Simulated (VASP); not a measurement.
# SnSe2 (P-3m1) in VASP: a series of runs

Runs on SnSe2. Level: r2SCAN. Tasks: single point.

Everything below comes from runs of VASP 6.6.1. Logs are shortened: lines on timing, memory, paths and dates and some standing lists are left out, and cuts for length are marked.

## 1. The cell of the first run

Symmetry: P-3m1, No. 164, trigonal system. The conventional cell has a = 4.105 Å, b = 4.105 Å, c = 5.289 Å, α = 90.00°, β = 90.00°, γ = 120.00°. Within 3.6 Å of Sn (site symmetry -3m) lie 6 Se at 2.71 Å. Se (site symmetry 3m) has 3 Sn at 2.71 Å and 6 Se at 3.55 Å within 3.6 Å.

## 2. Single point, r2SCAN

Input file POSCAR:

```
SnSe2
1.0
    4.1052739893      0.0000000000      0.0000000000
   -2.0526369947      3.5552715643      0.0000000000
    0.0000000000      0.0000000000      5.2887062771
Sn Se
1 2
Direct
    0.0000000000      0.0000000000      0.0000000000
    0.3333333333      0.6666666667      0.2500000000
    0.6666666667      0.3333333333      0.7500000000
```

Input file INCAR.step1:

```
SYSTEM = SnSe2
PREC = Accurate
ENCUT = 520
ISMEAR = 0
SIGMA = 0.05
LREAL = .FALSE.
LASPH = .TRUE.
NELM = 100
NBANDS = 20
GGA = PE
ALGO = Normal
EDIFF = 1E-4
LWAVE = .TRUE.
LCHARG = .FALSE.
```

Input file INCAR.step2:

```
SYSTEM = SnSe2
PREC = Accurate
ENCUT = 520
EDIFF = 1E-6
ISMEAR = 0
SIGMA = 0.05
LREAL = .FALSE.
LASPH = .TRUE.
NELM = 100
ALGO = Normal
ISIF = 2
LWAVE = .FALSE.
LCHARG = .FALSE.
METAGGA = R2SCAN
LMIXTAU = .TRUE.
NBANDS = 20
ISTART = 1
```

Input file KPOINTS:

```
Automatic mesh
0
G
  12 12 6
  0 0 0
```

Potentials or basis: VASP PAW PBE potentials, release 64 (Sn_d, Se).

Run with:

```bash
$ cat potpaw_PBE.64/Sn_d/POTCAR potpaw_PBE.64/Se/POTCAR > POTCAR
$ cp INCAR.step1 INCAR
$ mpirun -np 1 vasp_std > vasp.out
$ cp INCAR.step2 INCAR
$ mpirun -np 1 vasp_std > vasp.out
```

OUTCAR:

```text
SYSTEM = SnSe2
   PREC = Accurate
   ENCUT = 520
   EDIFF = 1E-6
   ISMEAR = 0
   LREAL = .FALSE.
   LASPH = .TRUE.
   NELM = 100
   ISIF = 2
   METAGGA = R2SCAN
   ISTART = 1

 ion  position               nearest neighbor table
   1  0.000  0.000  0.000-   2 2.71   3 2.71   3 2.71   2 2.71   3 2.71   2 2.71
   2  0.333  0.667  0.250-   1 2.71   1 2.71   1 2.71
   3  0.667  0.333  0.750-   1 2.71   1 2.71   1 2.71

  LATTYP: Found a hexagonal cell.
 ALAT       =     4.1052739893
 C/A-ratio  =     1.2882712070

  Lattice vectors:

 A1 = (   4.1052739893,   0.0000000000,   0.0000000000)
 A2 = (  -2.0526369947,   3.5552715643,   0.0000000000)
 A3 = (   0.0000000000,   0.0000000000,   5.2887062771)

Analysis of symmetry for initial positions (statically):
=====================================================================
 Subroutine PRICEL returns:
 Original cell was already a primitive cell.

 Routine SETGRP: Setting up the symmetry group for a
 hexagonal supercell.

 Subroutine GETGRP returns: Found 12 space group operations
 (whereof 12 operations were pure point group operations)
 out of a pool of 24 trial point group operations.

The static configuration has the point symmetry D_3d.

Analysis of symmetry for dynamics (positions and initial velocities):
=====================================================================
 Subroutine PRICEL returns:
 Original cell was already a primitive cell.

 Routine SETGRP: Setting up the symmetry group for a
 hexagonal supercell.

 Subroutine GETGRP returns: Found 12 space group operations
 (whereof 12 operations were pure point group operations)
 out of a pool of 24 trial point group operations.

The dynamic configuration has the point symmetry D_3d.

 Subroutine INISYM returns: Found 12 space group operations
 (whereof 12 operations are pure point group operations),
 and found     1 'primitive' translations

----------------------------------------------------------------------------------------

                                     Primitive cell

  volume of cell :      77.1906

  direct lattice vectors                    reciprocal lattice vectors
     4.105273989  0.000000000  0.000000000     0.243589101  0.140636233  0.000000000
    -2.052636995  3.555271564  0.000000000     0.000000000  0.281272466  0.000000000
     0.000000000  0.000000000  5.288706277     0.000000000  0.000000000  0.189082159

  length of vectors
[... 77 lines left out ...]
   ICHARG =      0    charge: 1-file 2-atom 10-const
   ISPIN  =      1    spin polarized calculation?
   LNONCOLLINEAR =      F non collinear calculations
   LSORBIT =      F    spin-orbit coupling
   LASPH  =      T    aspherical Exc in radial PAW
   ENCUT  =  520.0 eV  38.22 Ry    6.18 a.u.   7.63  7.63  9.83*2*pi/ulx,y,z
   NELM   =    100;   NELMIN=  2; NELMDL=  0     # of ELM steps
   EDIFF  = 0.1E-05   stopping-criterion for ELM
   LREAL  =      F    real-space projection
   EDIFFG = 0.1E-04   stopping-criterion for IOM
   NSW    =      0    number of steps for IOM
   IBRION =     -1    ionic relax: 0-MD 1-quasi-New 2-CG
   NFREE  =      0    steps in history (QN), initial steepest desc. (CG)
   ISIF   =      2    stress and relaxation
   ISYM   =      2    0-nonsym 1-usesym 2-fastsym
   POTIM  = 0.5000    time-step for ionic-motion
   TEBEG  =    0.0;   TEEND  =   0.0 temperature during run
   PSTRESS=    0.0 pullay stress
   NELECT =      26.0000    total number of electrons
   NUPDOWN=      -1.0000    fix difference up-down
   EMIN   =  10.00;   EMAX   =-10.00  energy-range for DOS
   EFERMI =   0.00;   METHOD = LEGACY
   ISMEAR =     0;   SIGMA  =   0.05  broadening in eV -4-tet -1-fermi 0-gaus
   EFERMI_NEDOS =   21; number of points for ismear=-14 and -15
   IALGO  =     38    algorithm
   IMIX   =      4    mixing-type and parameters
     AMIX     =   0.40;   BMIX     =  1.00
     AMIX_MAG =   1.60;   BMIX_MAG =  1.00
  volume/ion in A,a.u.               =      25.73       173.64
  Fermi-wavevector in a.u.,A,eV,Ry     =   1.139054  2.152501 17.652812  1.297445
  Thomas-Fermi vector in A             =   2.275758
   LORBIT       =      0    0 simple, 1 ext, 2 COOP (PROOUT), +10 PAW based schemes
   METAGGA = R2SCAN    functional components
   LHFCALC =     F    Hartree Fock is set to
   AEXX    =    0.0000 exact exchange contribution
   IVDW    =     0    specifies the selected vdW correction
   LEPSILON=     F    determine dielectric tensor
   LRPA    =     F    only Hartree local field effects (RPA)
 non-spin polarized calculation
 Gauss-broadening in eV      SIGMA  =   0.05
  energy-cutoff  :      520.00
  volume of cell :       77.19
 maximum number of plane-waves:      2125
 NGX is ok and might be reduce to    32

 number of electron      25.9999994 magnetization

 Free energy of the ion-electron system (eV)
  ---------------------------------------------------
  ext. energy  EPLUGINS =         0.00000000
  ---------------------------------------------------
  free energy    TOTEN  =       -54.16317053 eV

  energy without entropy =      -54.16313733  energy(sigma->0) =      -54.16315393

 E-fermi :   4.8614     XC(G=0): -10.0742

 val. band max:        4.7814264158   @ k =   0.0833   0.0833   0.0000
 cond. band min:       4.9401758381   @ k =   0.0833   0.0000   0.0000
 fundamental gap:      0.1587494222
 Fermi energy:         4.8613532355

 k-point     1 :       0.0000    0.0000    0.0000
  band No.  band energies     occupation
      1     -18.0037      2.00000
      2     -18.0037      2.00000
      3     -17.9800      2.00000
      4     -17.9373      2.00000
      5     -17.9373      2.00000
      6     -10.3857      2.00000
[... 541 lines left out ...]
     19      12.5845      0.00000
     20      13.0747      0.00000

 [... further k-points ...]
[... 5 lines left out ...]
  --------------------------------------------------------------------------------------
  -------------------------------------------------------------------------------------
  Total       -0.2311980     -0.2311980      3.6857742      0.0000000      0.0000000     -0.0000000
  in kB       -4.7987743     -4.7987743     76.5023777      0.0000000      0.0000000     -0.0000000
  external PRESSURE =      22.3016097 kB  Pullay stress =       0.0000000 kB

 VOLUME and BASIS-vectors are now :
 -----------------------------------------------------------------------------
  energy-cutoff  :      520.00
  volume of cell :       77.19
      direct lattice vectors                 reciprocal lattice vectors
     4.105273989  0.000000000  0.000000000     0.243589101  0.140636233  0.000000000
    -2.052636995  3.555271564  0.000000000     0.000000000  0.281272466  0.000000000
     0.000000000  0.000000000  5.288706277     0.000000000  0.000000000  0.189082159

 POSITION                                       TOTAL-FORCE (eV/Angst)
 -----------------------------------------------------------------------------------
      0.00000      0.00000      0.00000        -0.000000      0.000000      0.000000
     -0.00000      2.37018      1.32218         0.000000      0.000000      1.114715
      2.05264      1.18509      3.96653        -0.000000     -0.000000     -1.114715
 -----------------------------------------------------------------------------------
    total drift:                               -0.000000     -0.000000      0.000000

  FREE ENERGIE OF THE ION-ELECTRON SYSTEM (eV)
  ---------------------------------------------------
  free  energy   TOTEN  =       -54.1631705309 eV

  energy  without entropy=      -54.1631373345  energy(sigma->0) =      -54.16315393
```

OUTCAR.step1:

```text
SYSTEM = SnSe2
   PREC = Accurate
   ENCUT = 520
   ISMEAR = 0
   LREAL = .FALSE.
   LASPH = .TRUE.
[... 778 lines left out ...]
      0.00000      0.00000      0.00000         0.000000      0.000000      0.000000
     -0.00000      2.37018      1.32218        -0.000000      0.000000      1.298290
      2.05264      1.18509      3.96653        -0.000000      0.000000     -1.298290
 -----------------------------------------------------------------------------------
    total drift:                               -0.000000     -0.000000      0.000000

  FREE ENERGIE OF THE ION-ELECTRON SYSTEM (eV)
  ---------------------------------------------------
  free  energy   TOTEN  =       -11.4026871022 eV

  energy  without entropy=      -11.4022186266  energy(sigma->0) =      -11.40245286
```

OSZICAR.step1:

```text
N       E                     dE             d eps       ncg     rms          rms(c)
DAV:   1     0.205327927202E+03    0.20533E+03   -0.12215E+04  4108   0.147E+03
DAV:   2     0.116567730981E+02   -0.19367E+03   -0.18646E+03  4304   0.383E+02
DAV:   3    -0.109258159986E+02   -0.22583E+02   -0.22135E+02  4864   0.113E+02
DAV:   4    -0.117033510703E+02   -0.77754E+00   -0.77543E+00  4720   0.220E+01
DAV:   5    -0.117225264759E+02   -0.19175E-01   -0.19174E-01  5380   0.363E+00    0.499E+00
DAV:   6    -0.114188141991E+02    0.30371E+00   -0.63444E-01  5820   0.771E+00    0.322E+00
DAV:   7    -0.114018879429E+02    0.16926E-01   -0.17560E-01  4620   0.247E+00    0.114E+00
DAV:   8    -0.114020746696E+02   -0.18673E-03   -0.14728E-02  4656   0.125E+00    0.284E-01
DAV:   9    -0.114026690988E+02   -0.59443E-03   -0.18222E-03  4604   0.389E-01    0.954E-02
DAV:  10    -0.114026871022E+02   -0.18003E-04   -0.15019E-04  3772   0.962E-02
   1 F= -.11402687E+02 E0= -.11402453E+02  d E =-.468476E-03
```

It took 5.1 min on 1 thread of Intel Xeon Platinum 8259CL at 2.50GHz (Skylake/Cascade Lake), shared host; peak memory 0.31 GiB.

What came out:

```yaml
Free_energy: -54.1632 eV
Pressure: 2.2 GPa
Largest_force: 1.115 eV/Å
Band_gap_on_the_k_mesh: 0.16 eV, indirect (least direct gap 0.19 eV)
```

Forces in eV/Å, atoms in the order of the input:
```
Sn   0.000  0.000  0.000
Se   0.000  0.000  1.115
Se   0.000  0.000 -1.115
```

Levels at points of the mesh, in eV from the valence-band top:
| k point | band 11 | band 12 | band 13 | band 14 | band 15 | band 16 |
| --- | --- | --- | --- | --- | --- | --- |
| (0.00, 0.00, 0.00) | -2.12 | -2.12 | -0.72 | 0.24 | 1.53 | 3.84 |
| (0.50, 0.00, 0.00) | -3.34 | -1.70 | -1.05 | 0.42 | 3.27 | 5.06 |
| (0.00, 0.00, 0.50) | -2.30 | -1.76 | -1.76 | 0.85 | 1.73 | 3.08 |
| (0.50, 0.00, 0.50) | -2.02 | -1.93 | -1.90 | 1.20 | 3.77 | 5.98 |

Caveat: the PAW data sets were made with another functional, which shifts forces and pressure a little; spin-orbit coupling is left out, which moves the levels of the heavy elements.

## 3. Single point, r2SCAN

This run uses another cell than the first one, of the same volume but with other edges.

Input file POSCAR:

```
SnSe2
1.0
    3.4918669901      0.0000000000      0.0000000000
   -1.7459334950      3.0240455200      0.0000000000
    0.0000000000      0.0000000000      7.3100165154
Sn Se
1 2
Direct
    0.0000000000      0.0000000000      0.0000000000
    0.3333333333      0.6666666667      0.2500000000
    0.6666666667      0.3333333333      0.7500000000
```

Input file INCAR.step1:

```
PREC = Accurate ; ENCUT = 520
ISMEAR = 0 ; SIGMA = 0.05
LREAL = False ; LASPH = True
NELM = 100 ; NBANDS = 20
GGA = PE ; ALGO = Normal
EDIFF = 1E-4 ; LWAVE = True
LCHARG = False
```

Input file INCAR.step2:

```
PREC = Accurate ; ENCUT = 520
EDIFF = 1E-6 ; ISMEAR = 0
SIGMA = 0.05 ; LREAL = False
LASPH = True ; NELM = 100
ALGO = Normal ; ISIF = 2
LWAVE = False ; LCHARG = False
METAGGA = R2SCAN ; LMIXTAU = True
NBANDS = 20 ; ISTART = 1
```

Input file KPOINTS:

```
Automatic mesh
0
Gamma
  12 12 6
```

Potentials or basis: VASP PAW PBE potentials, release 64 (Sn_d, Se).

Run with:

```bash
$ cat potpaw_PBE.64/Sn_d/POTCAR potpaw_PBE.64/Se/POTCAR > POTCAR
$ cp INCAR.step1 INCAR
$ mpirun -np 1 vasp_std > vasp.out
$ cp INCAR.step2 INCAR
$ mpirun -np 1 vasp_std > vasp.out
```

OUTCAR:

```text
PREC = Accurate
   ENCUT = 520
   EDIFF = 1E-6
   ISMEAR = 0
   LREAL = False
   LASPH = True
   NELM = 100
   ISIF = 2
   METAGGA = R2SCAN
   ISTART = 1

 ion  position               nearest neighbor table
   1  0.000  0.000  0.000-   2 2.72   3 2.72   2 2.72   3 2.72   3 2.72   2 2.72
   2  0.333  0.667  0.250-   1 2.72   1 2.72   1 2.72
   3  0.667  0.333  0.750-   1 2.72   1 2.72   1 2.72

  LATTYP: Found a hexagonal cell.
 ALAT       =     3.4918669901
[... 197 lines left out ...]
      4     -17.8792      2.00000
      5     -17.8792      2.00000
      6     -10.6923      2.00000
[... 541 lines left out ...]
     19      13.1876      0.00000
     20      13.8345      0.00000

 [... further k-points ...]
[... 5 lines left out ...]
  --------------------------------------------------------------------------------------
  -------------------------------------------------------------------------------------
  Total        6.1215742      6.1215742     -5.3715216      0.0000000      0.0000000      0.0000000
  in kB      127.0601386    127.0601386   -111.4919552      0.0000000      0.0000000      0.0000000
  external PRESSURE =      47.5427740 kB  Pullay stress =       0.0000000 kB

 VOLUME and BASIS-vectors are now :
 -----------------------------------------------------------------------------
  energy-cutoff  :      520.00
  volume of cell :       77.19
      direct lattice vectors                 reciprocal lattice vectors
     3.491866990  0.000000000  0.000000000     0.286379751  0.165341426  0.000000000
    -1.745933495  3.024045520  0.000000000     0.000000000  0.330682853  0.000000000
     0.000000000  0.000000000  7.310016515     0.000000000  0.000000000  0.136798597

 POSITION                                       TOTAL-FORCE (eV/Angst)
 -----------------------------------------------------------------------------------
      0.00000      0.00000      0.00000        -0.000000      0.000000      0.000000
     -0.00000      2.01603      1.82750        -0.000000      0.000000     -1.362183
      1.74593      1.00802      5.48251         0.000000     -0.000000      1.362183
 -----------------------------------------------------------------------------------
    total drift:                               -0.000000     -0.000000     -0.000000

  FREE ENERGIE OF THE ION-ELECTRON SYSTEM (eV)
  ---------------------------------------------------
  free  energy   TOTEN  =       -53.7059331527 eV

  energy  without entropy=      -53.7038719035  energy(sigma->0) =      -53.70490253
```

OUTCAR.step1:

```text
PREC = Accurate
   ENCUT = 520
   ISMEAR = 0
   LREAL = False
   LASPH = True
[... 778 lines left out ...]
      0.00000      0.00000      0.00000         0.000000      0.000000      0.000000
     -0.00000      2.01603      1.82750        -0.000000     -0.000000     -0.834562
      1.74593      1.00802      5.48251         0.000000      0.000000      0.834562
 -----------------------------------------------------------------------------------
    total drift:                               -0.000000     -0.000000     -0.000000

  FREE ENERGIE OF THE ION-ELECTRON SYSTEM (eV)
  ---------------------------------------------------
  free  energy   TOTEN  =       -11.0330485961 eV

  energy  without entropy=      -11.0315432533  energy(sigma->0) =      -11.03229592
```

OSZICAR.step1:

```text
N       E                     dE             d eps       ncg     rms          rms(c)
DAV:   1     0.207294929491E+03    0.20729E+03   -0.12172E+04  4080   0.147E+03
DAV:   2     0.124822078279E+02   -0.19481E+03   -0.18753E+03  4248   0.387E+02
DAV:   3    -0.105158968422E+02   -0.22998E+02   -0.22567E+02  4992   0.115E+02
DAV:   4    -0.112799469027E+02   -0.76405E+00   -0.76185E+00  4732   0.218E+01
DAV:   5    -0.112983702067E+02   -0.18423E-01   -0.18421E-01  5448   0.359E+00    0.522E+00
DAV:   6    -0.110642970134E+02    0.23407E+00   -0.50869E-01  6056   0.703E+00    0.324E+00
DAV:   7    -0.110326816828E+02    0.31615E-01   -0.13386E-01  4552   0.216E+00    0.945E-01
DAV:   8    -0.110329715402E+02   -0.28986E-03   -0.14565E-02  4828   0.738E-01    0.297E-01
DAV:   9    -0.110330230886E+02   -0.51548E-04   -0.14137E-03  4320   0.275E-01    0.660E-02
DAV:  10    -0.110330485961E+02   -0.25508E-04   -0.22597E-04  4588   0.919E-02
   1 F= -.11033049E+02 E0= -.11032296E+02  d E =-.150534E-02
```

Run time: 8 min. Hardware: 1 thread of Intel Xeon Platinum 8259CL at 2.50GHz (Skylake/Cascade Lake), shared host; peak memory 0.31 GiB.

Results:

```yaml
Free_energy: -53.7059 eV
Pressure: 4.8 GPa
Largest_force: 1.362 eV/Å
Band_gap_on_the_k_mesh: zero (band 13 reaches 4.87 eV, above the bottom of band 14 at 4.39 eV)
```

Forces on the atoms (eV/Å):
```
Sn   0.000  0.000  0.000
Se   0.000  0.000 -1.362
Se   0.000  0.000  1.362
```

Stress tensor (GPa, compression positive):
```
 12.71   0.00   0.00
  0.00  12.71   0.00
  0.00   0.00 -11.15
```

Levels at points of the mesh, in eV from the Fermi level:
| k point | band 11 | band 12 | band 13 | band 14 | band 15 | band 16 |
| --- | --- | --- | --- | --- | --- | --- |
| (0.00, 0.00, 0.00) | -0.24 | 0.02 | 0.02 | 0.74 | 4.57 | 5.48 |
| (0.50, 0.00, 0.00) | -2.69 | -2.33 | -0.82 | 0.23 | 3.19 | 4.20 |
| (0.00, 0.00, 0.50) | -0.28 | 0.07 | 0.07 | 2.46 | 4.35 | 5.41 |
| (0.50, 0.00, 0.50) | -2.35 | -2.26 | -0.95 | -0.41 | 2.42 | 4.37 |

Caveat: the PAW data sets were made with another functional, which shifts forces and pressure a little; spin-orbit coupling is left out, which moves the levels of the heavy elements.
